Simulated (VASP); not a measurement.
# Mg4Cd (P-43m) in VASP: a series of runs

The runs below take Mg4Cd through single point, relaxation of cell and atoms, with PBE.

Everything below comes from runs of VASP 6.6.1. Logs are shortened: lines on timing, memory, paths and dates and some standing lists are left out, and cuts for length are marked.

## (1) The cell of the first run

It takes space group P-43m (No. 215, cubic). The conventional cell has a = 4.648 Å, b = 4.648 Å, c = 4.648 Å, α = 90.00°, β = 90.00°, γ = 90.00°. Within 2.7 Å of Mg (site symmetry 3m) lie 1 Cd at 2.01 Å. Cd (site symmetry -43m) has 4 Mg at 2.01 Å within 2.7 Å.

The cell was generated, and may not be a known phase.

## (2) Single point, PBE

The input, INCAR:

```
PREC     = Accurate       # precision mode
ENCUT    = 520            # plane-wave cutoff, eV
EDIFF    = 1E-6           # SCF threshold, eV
ISMEAR   = 0              # smearing method
SIGMA    = 0.1            # smearing width, eV
LREAL    = F              # projectors in reciprocal space
LASPH    = T              # aspherical terms in the spheres
NELM     = 80             # most SCF steps
ALGO     = Normal         # electronic algorithm
ISIF     = 2              # what is computed and relaxed
LWAVE    = F              # write WAVECAR
LCHARG   = T              # write CHGCAR
GGA      = PE             # functional
LELF     = T              # ELF
LVHAR    = T            
NBANDS   = 18             # bands
```

The input, KPOINTS:

```
Automatic mesh
0
Gamma
  4 4 4
```

The input, POSCAR:

```
Mg4Cd
1.0
    4.6479850700      0.0000000000      0.0000000000
    0.0000000000      4.6479850700      0.0000000000
    0.0000000000      0.0000000000      4.6479850700
Mg Cd
4 1
Direct
    0.2500000000      0.2500000000      0.2500000000
    0.7500000000      0.7500000000      0.2500000000
    0.2500000000      0.7500000000      0.7500000000
    0.7500000000      0.2500000000      0.7500000000
    0.0000000000      0.0000000000      0.0000000000
```

Potentials or basis: VASP PAW PBE potentials, release 64 (Mg, Cd).

Command:

```console
$ cat potpaw_PBE.64/Mg/POTCAR potpaw_PBE.64/Cd/POTCAR > POTCAR
$ mpirun -np 1 vasp_std > vasp.out
```

OUTCAR:

```text
PREC = Accurate
   ENCUT = 520
   EDIFF = 1E-6
   ISMEAR = 0
   LREAL = F
   LASPH = T
   NELM = 80
   ISIF = 2
   GGA = PE

 ion  position               nearest neighbor table
   1  0.250  0.250  0.250-   5 2.01   3 3.29   4 3.29   2 3.29   3 3.29   4 3.29   2 3.29   3 3.29
                             3 3.29   2 3.29   4 3.29   4 3.29   2 3.29
   2  0.750  0.750  0.250-   5 2.01   3 3.29   4 3.29   1 3.29   3 3.29   4 3.29   1 3.29   4 3.29
                             4 3.29   1 3.29   3 3.29   3 3.29   1 3.29
   3  0.250  0.750  0.750-   5 2.01   2 3.29   4 3.29   1 3.29   1 3.29   2 3.29   1 3.29   4 3.29
                             1 3.29   2 3.29   4 3.29   2 3.29   4 3.29
   4  0.750  0.250  0.750-   5 2.01   2 3.29   3 3.29   1 3.29   1 3.29   2 3.29   2 3.29   3 3.29
                             2 3.29   1 3.29   3 3.29   1 3.29   3 3.29
   5  0.000  0.000  0.000-   1 2.01   2 2.01   3 2.01   4 2.01

  LATTYP: Found a simple cubic cell.
 ALAT       =     4.6479850700

  Lattice vectors:

 A1 = (   4.6479850700,   0.0000000000,   0.0000000000)
 A2 = (   0.0000000000,   4.6479850700,   0.0000000000)
 A3 = (   0.0000000000,   0.0000000000,   4.6479850700)

Analysis of symmetry for initial positions (statically):
=====================================================================
 Subroutine PRICEL returns:
 Original cell was already a primitive cell.

 Routine SETGRP: Setting up the symmetry group for a
 simple cubic supercell.

 Subroutine GETGRP returns: Found 24 space group operations
 (whereof 24 operations were pure point group operations)
 out of a pool of 48 trial point group operations.

The static configuration has the point symmetry T_d .

Analysis of symmetry for dynamics (positions and initial velocities):
=====================================================================
 Subroutine PRICEL returns:
 Original cell was already a primitive cell.

 Routine SETGRP: Setting up the symmetry group for a
 simple cubic supercell.

 Subroutine GETGRP returns: Found 24 space group operations
 (whereof 24 operations were pure point group operations)
 out of a pool of 48 trial point group operations.

The dynamic configuration has the point symmetry T_d .

 Subroutine INISYM returns: Found 24 space group operations
 (whereof 24 operations are pure point group operations),
 and found     1 'primitive' translations

----------------------------------------------------------------------------------------

[... 86 lines left out ...]
   NSW    =      0    number of steps for IOM
   IBRION =     -1    ionic relax: 0-MD 1-quasi-New 2-CG
   NFREE  =      0    steps in history (QN), initial steepest desc. (CG)
   ISIF   =      2    stress and relaxation
   ISYM   =      2    0-nonsym 1-usesym 2-fastsym
   POTIM  = 0.5000    time-step for ionic-motion
   TEBEG  =    0.0;   TEEND  =   0.0 temperature during run
   PSTRESS=    0.0 pullay stress
   NELECT =      20.0000    total number of electrons
   NUPDOWN=      -1.0000    fix difference up-down
   EMIN   =  10.00;   EMAX   =-10.00  energy-range for DOS
   EFERMI =   0.00;   METHOD = LEGACY
   ISMEAR =     0;   SIGMA  =   0.10  broadening in eV -4-tet -1-fermi 0-gaus
   EFERMI_NEDOS =   21; number of points for ismear=-14 and -15
   IALGO  =     38    algorithm
   IMIX   =      4    mixing-type and parameters
     AMIX     =   0.40;   BMIX     =  1.00
     AMIX_MAG =   1.60;   BMIX_MAG =  1.00
  volume/ion in A,a.u.               =      20.08       135.53
  Fermi-wavevector in a.u.,A,eV,Ry     =   0.956064  1.806698 12.436508  0.914058
  Thomas-Fermi vector in A             =   2.084958
   LORBIT       =      0    0 simple, 1 ext, 2 COOP (PROOUT), +10 PAW based schemes
   GGA     = PE    functional components
   LHFCALC =     F    Hartree Fock is set to
   AEXX    =    0.0000 exact exchange contribution
   IVDW    =     0    specifies the selected vdW correction
   LEPSILON=     F    determine dielectric tensor
   LRPA    =     F    only Hartree local field effects (RPA)
 non-spin polarized calculation
 Gauss-broadening in eV      SIGMA  =   0.10
  energy-cutoff  :      520.00
  volume of cell :      100.41
 maximum number of plane-waves:      2730
 NGX is ok and might be reduce to    36
   NGX = 17   NGY = 17   NGZ = 17

 number of electron      19.9999996 magnetization

 Free energy of the ion-electron system (eV)
  ---------------------------------------------------
  ext. energy  EPLUGINS =         0.00000000
  ---------------------------------------------------
  free energy    TOTEN  =         3.27407548 eV

  energy without entropy =        3.30235854  energy(sigma->0) =        3.28821701

 E-fermi :   3.4802     XC(G=0):  -9.2714

 val. band max:        3.4600812194   @ k =   0.5000   0.5000   0.2500
 cond. band min:       3.4991562403   @ k =   0.2500   0.2500   0.2500
 fundamental gap:      0.0390750209
 Fermi energy:         3.4801526715

 k-point     1 :       0.0000    0.0000    0.0000
  band No.  band energies     occupation
      1      -8.4211      2.00000
      2      -8.4211      2.00000
      3      -8.4211      2.00000
      4      -8.3823      2.00000
      5      -8.3823      2.00000
      6      -4.8564      2.00000
[... 187 lines left out ...]
      5      -8.2870      2.00000
      6      -1.9481      2.00000
[... 10 lines left out ...]
     17      13.4753      0.00000
     18      13.4753      0.00000

------------------------ aborting loop because EDIFF is reached ----------------------------------------

  FORCE on cell =-STRESS in cart. coord.  units (eV):
  Direction    XX          YY          ZZ          XY          YZ          ZX
  --------------------------------------------------------------------------------------
  -------------------------------------------------------------------------------------
  Total       23.1953313     23.1953313     23.1953313      0.0000000     -0.0000000      0.0000000
  in kB      370.0982142    370.0982142    370.0982142      0.0000000     -0.0000000      0.0000000
  external PRESSURE =     370.0982142 kB  Pullay stress =       0.0000000 kB

 VOLUME and BASIS-vectors are now :
 -----------------------------------------------------------------------------
  energy-cutoff  :      520.00
  volume of cell :      100.41
      direct lattice vectors                 reciprocal lattice vectors
     4.647985070  0.000000000  0.000000000     0.215146991  0.000000000  0.000000000
     0.000000000  4.647985070  0.000000000     0.000000000  0.215146991  0.000000000
     0.000000000  0.000000000  4.647985070     0.000000000  0.000000000  0.215146991

 POSITION                                       TOTAL-FORCE (eV/Angst)
 -----------------------------------------------------------------------------------
      1.16200      1.16200      1.16200         5.212736      5.212736      5.212736
      3.48599      3.48599      1.16200        -5.212736     -5.212736      5.212736
      1.16200      3.48599      3.48599         5.212736     -5.212736     -5.212736
      3.48599      1.16200      3.48599        -5.212736      5.212736     -5.212736
      0.00000      0.00000      0.00000        -0.000000      0.000000      0.000000
 -----------------------------------------------------------------------------------
    total drift:                                0.000000     -0.000000     -0.000000

  FREE ENERGIE OF THE ION-ELECTRON SYSTEM (eV)
  ---------------------------------------------------
  free  energy   TOTEN  =         3.2740754789 eV

  energy  without entropy=        3.3023585354  energy(sigma->0) =        3.28821701
```

OSZICAR:

```text
N       E                     dE             d eps       ncg     rms          rms(c)
DAV:   1     0.967750489401E+02    0.96775E+02   -0.82964E+03   360   0.906E+02
DAV:   2     0.577415643489E+01   -0.91001E+02   -0.88096E+02   400   0.214E+02
DAV:   3     0.295658753766E+01   -0.28176E+01   -0.27988E+01   450   0.358E+01
DAV:   4     0.294633981278E+01   -0.10248E-01   -0.10247E-01   424   0.233E+00
DAV:   5     0.294624607635E+01   -0.93736E-04   -0.93734E-04   450   0.209E-01    0.400E+00
DAV:   6     0.318521918807E+01    0.23897E+00   -0.34566E-01   426   0.512E+00    0.208E+00
DAV:   7     0.326287632186E+01    0.77657E-01   -0.50940E-02   400   0.149E+00    0.846E-01
DAV:   8     0.327334705281E+01    0.10471E-01   -0.35241E-03   414   0.390E-01    0.185E-01
DAV:   9     0.327406247958E+01    0.71543E-03   -0.77704E-04   392   0.183E-01    0.311E-02
DAV:  10     0.327407126232E+01    0.87827E-05   -0.55707E-05   414   0.450E-02    0.201E-02
DAV:  11     0.327407601741E+01    0.47551E-05   -0.17379E-06   302   0.109E-02    0.227E-03
DAV:  12     0.327407547889E+01   -0.53852E-06   -0.21332E-07   216   0.213E-03
   1 F= 0.32740755E+01 E0= 0.32882170E+01  d E =-.282831E-01
```

Run time: 33 s. Hardware: 1 thread of Intel Xeon 8259CL, shared host; peak memory 0.21 GiB.

Results:

- Free energy: 3.2741 eV
- Pressure: 37.0 GPa
- Band gap on the k mesh: zero (bands 10 and 11 overlap by 2.47 eV)

Caveat: the cell stands under pressure.

## (3) Single point, PBE

This run uses another cell than the first one, of 29.18 Å³/atom.

The input, INCAR:

```
SYSTEM = Mg4Cd
ALGO = Normal
EDIFF = 1E-7
ENCUT = 520
GGA = PE
ISIF = 2
ISMEAR = 0
LASPH = .True.
LCHARG = .True.
LELF = .True.
LREAL = .False.
LVHAR = .True.
LWAVE = .False.
NBANDS = 18
NELM = 100
PREC = Accurate
SIGMA = 0.1
```

The input, KPOINTS:

```
k-points
0
Gamma
  4 4 4
  0 0 0
```

The input, POSCAR:

```
Mg4Cd
1.0
    5.2645934513      0.0000000000      0.0000000000
    0.0000000000      5.2645934513      0.0000000000
    0.0000000000      0.0000000000      5.2645934513
Mg Cd
4 1
Direct
    0.2982149682      0.2982149682      0.2982149682
    0.7017850318      0.7017850318      0.2982149682
    0.2982149682      0.7017850318      0.7017850318
    0.7017850318      0.2982149682      0.7017850318
    0.0000000000      0.0000000000      0.0000000000
```

Potentials or basis: VASP PAW PBE potentials, release 64 (Mg, Cd).

Command:

```console
$ cat potpaw_PBE.64/Mg/POTCAR potpaw_PBE.64/Cd/POTCAR > POTCAR
$ mpirun -np 1 vasp_std > vasp.out
```

OUTCAR:

```text
SYSTEM = Mg4Cd
   EDIFF = 1E-7
   ENCUT = 520
   GGA = PE
   ISIF = 2
   ISMEAR = 0
   LASPH = .True.
   LREAL = .False.
   NELM = 100
   PREC = Accurate

 ion  position               nearest neighbor table
   1  0.298  0.298  0.298-   5 2.72   3 3.00   4 3.00   2 3.00
   2  0.702  0.702  0.298-   5 2.72   3 3.00   4 3.00   1 3.00
   3  0.298  0.702  0.702-   5 2.72   2 3.00   4 3.00   1 3.00
   4  0.702  0.298  0.702-   5 2.72   2 3.00   3 3.00   1 3.00
   5  0.000  0.000  0.000-   1 2.72   2 2.72   3 2.72   4 2.72

  LATTYP: Found a simple cubic cell.
 ALAT       =     5.2645934513

  Lattice vectors:

 A1 = (   5.2645934513,   0.0000000000,   0.0000000000)
 A2 = (   0.0000000000,   5.2645934513,   0.0000000000)
 A3 = (   0.0000000000,   0.0000000000,   5.2645934513)

Analysis of symmetry for initial positions (statically):
=====================================================================
 Subroutine PRICEL returns:
 Original cell was already a primitive cell.

 Routine SETGRP: Setting up the symmetry group for a
 simple cubic supercell.

 Subroutine GETGRP returns: Found 24 space group operations
 (whereof 24 operations were pure point group operations)
 out of a pool of 48 trial point group operations.

The static configuration has the point symmetry T_d .

Analysis of symmetry for dynamics (positions and initial velocities):
=====================================================================
 Subroutine PRICEL returns:
 Original cell was already a primitive cell.

 Routine SETGRP: Setting up the symmetry group for a
 simple cubic supercell.

 Subroutine GETGRP returns: Found 24 space group operations
 (whereof 24 operations were pure point group operations)
 out of a pool of 48 trial point group operations.
[... 109 lines left out ...]
   IALGO  =     38    algorithm
   IMIX   =      4    mixing-type and parameters
     AMIX     =   0.40;   BMIX     =  1.00
     AMIX_MAG =   1.60;   BMIX_MAG =  1.00
  volume/ion in A,a.u.               =      29.18       196.93
  Fermi-wavevector in a.u.,A,eV,Ry     =   0.844086  1.595091  9.693893  0.712481
  Thomas-Fermi vector in A             =   1.959058
   LORBIT       =      0    0 simple, 1 ext, 2 COOP (PROOUT), +10 PAW based schemes
   GGA     = PE    functional components
   LHFCALC =     F    Hartree Fock is set to
   AEXX    =    0.0000 exact exchange contribution
   IVDW    =     0    specifies the selected vdW correction
   LEPSILON=     F    determine dielectric tensor
   LRPA    =     F    only Hartree local field effects (RPA)
 non-spin polarized calculation
 Gauss-broadening in eV      SIGMA  =   0.10
  energy-cutoff  :      520.00
  volume of cell :      145.91
 maximum number of plane-waves:      3952
 NGX is ok and might be reduce to    40
   NGX = 19   NGY = 19   NGZ = 19

 number of electron      20.0000013 magnetization

 Free energy of the ion-electron system (eV)
  ---------------------------------------------------
  ext. energy  EPLUGINS =         0.00000000
  ---------------------------------------------------
  free energy    TOTEN  =        -5.02577096 eV

  energy without entropy =       -5.01086510  energy(sigma->0) =       -5.01831803

 E-fermi :   1.3248     XC(G=0):  -8.0295

 val. band max:        1.2949672465   @ k =   0.2500   0.2500   0.0000
 cond. band min:       1.4247689610   @ k =   0.0000   0.0000   0.0000
 fundamental gap:      0.1298017145
 Fermi energy:         1.3247624834

 k-point     1 :       0.0000    0.0000    0.0000
  band No.  band energies     occupation
      1      -7.5298      2.00000
      2      -7.5298      2.00000
      3      -7.5298      2.00000
      4      -7.4686      2.00000
      5      -7.4686      2.00000
      6      -4.8971      2.00000
[... 187 lines left out ...]
      5      -7.4331      2.00000
      6      -2.2926      2.00000
[... 10 lines left out ...]
     17       8.6787      0.00000
     18       8.6794      0.00000

------------------------ aborting loop because EDIFF is reached ----------------------------------------

  FORCE on cell =-STRESS in cart. coord.  units (eV):
  Direction    XX          YY          ZZ          XY          YZ          ZX
  --------------------------------------------------------------------------------------
  -------------------------------------------------------------------------------------
  Total       -0.1347290     -0.1347290     -0.1347290      0.0000000     -0.0000000      0.0000000
  in kB       -1.4793711     -1.4793711     -1.4793711      0.0000000     -0.0000000      0.0000000
  external PRESSURE =      -1.4793711 kB  Pullay stress =       0.0000000 kB

 VOLUME and BASIS-vectors are now :
 -----------------------------------------------------------------------------
  energy-cutoff  :      520.00
  volume of cell :      145.91
      direct lattice vectors                 reciprocal lattice vectors
     5.264593451  0.000000000  0.000000000     0.189948191  0.000000000  0.000000000
     0.000000000  5.264593451  0.000000000     0.000000000  0.189948191  0.000000000
     0.000000000  0.000000000  5.264593451     0.000000000  0.000000000  0.189948191

 POSITION                                       TOTAL-FORCE (eV/Angst)
 -----------------------------------------------------------------------------------
      1.56998      1.56998      1.56998        -0.019073     -0.019073     -0.019073
      3.69461      3.69461      1.56998         0.019073      0.019073     -0.019073
      1.56998      3.69461      3.69461        -0.019073      0.019073      0.019073
      3.69461      1.56998      3.69461         0.019073     -0.019073      0.019073
      0.00000      0.00000      0.00000         0.000000     -0.000000      0.000000
 -----------------------------------------------------------------------------------
    total drift:                                0.000000      0.000000     -0.000000

  FREE ENERGIE OF THE ION-ELECTRON SYSTEM (eV)
  ---------------------------------------------------
  free  energy   TOTEN  =        -5.0257709579 eV

  energy  without entropy=       -5.0108651006  energy(sigma->0) =       -5.01831803
```

Run time: 50 s. Hardware: 1 thread of Intel Xeon 8259CL, shared host; peak memory 0.24 GiB.

Results:

- Free energy: -5.0258 eV
- Pressure: -0.1 GPa
- Largest force: 0.033 eV/Å
- Band gap on the k mesh: zero (bands 10 and 11 overlap by 2.63 eV)

Forces on the atoms (eV/Å):
```
Mg  -0.019 -0.019 -0.019
Mg   0.019  0.019 -0.019
Mg  -0.019  0.019  0.019
Mg   0.019 -0.019  0.019
Cd   0.000  0.000  0.000
```

Levels at points of the mesh, in eV from the Fermi level:
```csv
k point,band 6,band 7,band 8,band 9,band 10,band 11,band 12,band 13,band 14,band 15
"(0.00, 0.00, 0.00)",-6.22,-2.32,-0.55,-0.55,-0.55,0.10,0.10,3.34,3.34,3.34
"(0.50, 0.00, 0.00)",-5.04,-4.73,-0.21,-0.16,0.52,0.52,0.81,1.18,1.18,2.05
"(0.50, 0.50, 0.00)",-4.21,-3.70,-2.95,-2.95,1.21,1.62,1.84,1.84,1.86,2.47
"(0.50, 0.50, 0.50)",-3.62,-2.93,-1.69,-1.69,-1.69,-1.42,-1.42,-1.42,7.14,7.14
```

[end of part 1 of 2]

The gap in the log of VASP goes by the Fermi energy; the results here count the filled bands.